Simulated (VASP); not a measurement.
Input of a VASP 6.6.1 run:

The input INCAR:

```
SYSTEM = Si
PREC = Accurate
ENCUT = 520
EDIFF = 1E-7
ISMEAR = 0
SIGMA = 0.1
LREAL = .False.
LASPH = .True.
NELM = 100
ALGO = Normal
ISIF = 2
LWAVE = .False.
LCHARG = .False.
GGA = PE
NBANDS = 16
```

KPOINTS

```
regular mesh
0
Gamma
  14 14 14
  0 0 0
```

The input POSCAR:

```
Si
1.0
    0.0000000000      3.5940884308      5.5934381524
    1.8463343930      0.0000000000      5.5934381524
    1.8463343930      3.5940884308      0.0000000000
Si
4
Direct
    0.8157880145      0.8157880145      0.1842119855
    0.0657880145      0.0657880145      0.4342119855
    0.1842119855      0.1842119855      0.8157880145
    0.4342119855      0.4342119855      0.0657880145
```

Potentials or basis: VASP PAW PBE potentials, release 64 (Si).

Command:

```sh
$ cat potpaw_PBE.64/Si/POTCAR > POTCAR
$ mpirun -np 1 vasp_std > vasp.out
```

Question: Estimate the band gap on the k mesh.

Answer: Zero (bands 8 and 9 overlap by 0.50 eV).

Question: Estimate the pressure.

Answer: -0.1 GPa.

Caveat: semilocal functionals underestimate gaps, so a narrow gap can read as zero.
